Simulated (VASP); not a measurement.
# C (Imma) in VASP: notebook, part 2 of 2

VASP 6.6.1. Earlier steps stand in the parts before.

**3. Single point, r2SCAN (strain +0.0125 x Voigt [0, 0, 0, 1, 0, 0])**

File POSCAR:

```
C
1.0
    0.0000000000      1.7945462500      1.7945462500
    1.7834000000      0.0111462500      1.7834000000
    1.7834000000      1.7834000000      0.0111462500
C
2
Direct
    0.5000000000      0.5000000000      0.5000000000
    0.7500000000      0.7500000000      0.7500000000
```

File INCAR.step1:

```
PREC     = Accurate       # precision mode
ENCUT    = 1430           # plane-wave cutoff, eV
ISMEAR   = 0              # smearing method
SIGMA    = 0.05           # smearing width, eV
LREAL    = F              # projectors in reciprocal space
LASPH    = T              # aspherical terms in the spheres
NELM     = 120            # most SCF steps
NBANDS   = 11             # bands
GGA      = PE             # functional
ALGO     = Normal         # electronic algorithm
EDIFF    = 1E-5           # SCF threshold, eV
LWAVE    = T              # write WAVECAR
LCHARG   = F              # write CHGCAR
GGA_COMPAT= F
```

File INCAR.step2:

```
PREC     = Accurate       # precision mode
ENCUT    = 1430           # plane-wave cutoff, eV
EDIFF    = 1E-6           # SCF threshold, eV
ISMEAR   = 0              # smearing method
SIGMA    = 0.05           # smearing width, eV
LREAL    = F              # projectors in reciprocal space
LASPH    = T              # aspherical terms in the spheres
NELM     = 120            # most SCF steps
ALGO     = Normal         # electronic algorithm
ISIF     = 2              # what is computed and relaxed
LWAVE    = F              # write WAVECAR
LCHARG   = F              # write CHGCAR
METAGGA  = R2SCAN         # meta-GGA
LMIXTAU  = T            
NBANDS   = 11             # bands
ISTART   = 1            
GGA_COMPAT= F
```

File KPOINTS:

```
regular mesh
0
Gamma
  12 12 12
```

Potentials or basis: VASP PAW PBE potentials, release 64 (C_h).

The run is started by

```console
$ cat potpaw_PBE.64/C_h/POTCAR > POTCAR
$ cp INCAR.step1 INCAR
$ mpirun -np 1 vasp_std > vasp.out
$ cp INCAR.step2 INCAR
$ mpirun -np 1 vasp_std > vasp.out
```

OUTCAR:

```text
PREC = Accurate
   ENCUT = 1430
   EDIFF = 1E-6
   ISMEAR = 0
   LREAL = F
   LASPH = T
   NELM = 120
   ISIF = 2
   METAGGA = R2SCAN
   ISTART = 1

 ion  position               nearest neighbor table
   1  0.500  0.500  0.500-
   2  0.750  0.750  0.750-

  LATTYP: Found a body centered orthorhombic cell.
 ALAT       =     2.5063452892
 B/A-ratio  =     1.0125786164
 C/A-ratio  =     1.4231079873

  Lattice vectors:

 A1 = (  -1.7834000000,   1.7834000000,   0.0111462500)
 A2 = (  -1.7834000000,  -1.7834000000,  -0.0111462500)
 A3 = (   1.7834000000,   0.0111462500,   1.7834000000)

Analysis of symmetry for initial positions (statically):
=====================================================================
 Subroutine PRICEL returns:
 Original cell was already a primitive cell.

 Routine SETGRP: Setting up the symmetry group for a
 body centered orthorhombic supercell.

 Subroutine GETGRP returns: Found  8 space group operations
[... 164 lines left out ...]

  energy without entropy =      -19.71879238  energy(sigma->0) =      -19.71879238

 E-fermi :  11.2857     XC(G=0): -14.2698

 val. band max:       10.9087371972   @ k =   0.0000   0.0000   0.0000
 cond. band min:      15.2702180158   @ k =   0.0000   0.3333   0.3333
 fundamental gap:      4.3614808186
 Fermi energy:        11.2856513768

 k-point     1 :       0.0000    0.0000    0.0000
  band No.  band energies     occupation
      1     -11.7621      2.00000
      2      10.9044      2.00000
      3      10.9078      2.00000
      4      10.9087      2.00000
      5      16.5922      0.00000
      6      16.7768      0.00000
      7      16.9824      0.00000
      8      24.7713      0.00000
      9      31.3096      0.00000
     10      38.2596      0.00000
     11      38.2641      0.00000
[... 309 lines left out ...]
 k-point    24 :       0.3333    0.1667    0.0000
  band No.  band energies     occupation
      1      -8.8853      2.00000
      2       3.2224      2.00000
      3       6.8836      2.00000
      4       7.2470      2.00000
      5      17.2779      0.00000
      6      22.3397      0.00000
      7      22.4549      0.00000
      8      23.3716      0.00000
      9      32.8058      0.00000
     10      33.8793      0.00000
     11      39.0557      0.00000

 [... further k-points ...]
[... 5 lines left out ...]
  --------------------------------------------------------------------------------------
  -------------------------------------------------------------------------------------
  Total       -0.2162618     -0.2090868     -0.2090868     -0.0000000     -0.5141816      0.0000000
  in kB      -30.5443637    -29.5309744    -29.5309744     -0.0000000    -72.6219361      0.0000000
  external PRESSURE =     -29.8687709 kB  Pullay stress =       0.0000000 kB

 VOLUME and BASIS-vectors are now :
 -----------------------------------------------------------------------------
  energy-cutoff  :     1430.00
  volume of cell :       11.34
      direct lattice vectors                 reciprocal lattice vectors
     0.000000000  1.794546250  1.794546250    -0.280363351  0.278621964  0.278621964
     1.783400000  0.011146250  1.783400000     0.280363351 -0.282126642  0.282126642
     1.783400000  1.783400000  0.011146250     0.280363351  0.282126642 -0.282126642

 POSITION                                       TOTAL-FORCE (eV/Angst)
 -----------------------------------------------------------------------------------
      1.78340      1.79455      1.79455         0.022278      0.000000      0.000000
      2.67510      2.69182      2.69182        -0.022278     -0.000000     -0.000000
 -----------------------------------------------------------------------------------
    total drift:                               -0.000000     -0.000000      0.000000

  FREE ENERGIE OF THE ION-ELECTRON SYSTEM (eV)
  ---------------------------------------------------
  free  energy   TOTEN  =       -19.7187923806 eV

  energy  without entropy=      -19.7187923806  energy(sigma->0) =      -19.71879238
```

OUTCAR.step1:

```text
PREC = Accurate
   ENCUT = 1430
   ISMEAR = 0
   LREAL = F
   LASPH = T
[... 560 lines left out ...]
 -----------------------------------------------------------------------------------
      1.78340      1.79455      1.79455         0.036232      0.000000      0.000000
      2.67510      2.69182      2.69182        -0.036232     -0.000000     -0.000000
 -----------------------------------------------------------------------------------
    total drift:                               -0.000000     -0.000000      0.000000

  FREE ENERGIE OF THE ION-ELECTRON SYSTEM (eV)
  ---------------------------------------------------
  free  energy   TOTEN  =       -18.2121464828 eV

  energy  without entropy=      -18.2121464828  energy(sigma->0) =      -18.21214648
```

It took 8 min on 1 thread of AMD EPYC 7R43 (Zen 3), shared host; peak memory 0.23 GiB.

Results:

| Item | Value |
| --- | --- |
| Free energy | -19.7188 eV |
| Pressure | -3.0 GPa |
| Largest force | 0.022 eV/Å |
| Band gap on the k mesh | 4.36 eV (least direct gap 5.68 eV) |

Forces in eV/Å, atoms in the order of the input:
```
C    0.022  0.000  0.000
C   -0.022  0.000  0.000
```

Levels at points of the mesh, in eV from the valence-band top:
```
           k point  band 1  band 2  band 3  band 4  band 5  band 6  band 7  band 8  band 9
(0.00, 0.00, 0.00)  -22.67    0.00    0.00    0.00    5.68    5.87    6.07   13.86   20.40
(0.50, 0.00, 0.00)  -16.82  -14.01   -2.92   -2.89    8.81    9.05    9.34   16.74   23.18
(0.00, 0.50, 0.00)  -16.63  -14.03   -3.04   -3.01    8.77    8.85    9.13   16.71   23.19
(0.50, 0.50, 0.00)  -13.57  -13.57   -6.64   -6.64    5.02    5.02   17.90   17.90   24.63
(0.00, 0.50, 0.50)  -13.64  -13.49   -6.77   -6.51    4.77    5.28   17.90   17.93   24.49
```

Caveat: the cell differs from its parent crystal (strain +0.0125 x Voigt [0, 0, 0, 1, 0, 0]); the PAW data sets were made with another functional, which shifts forces and pressure a little.
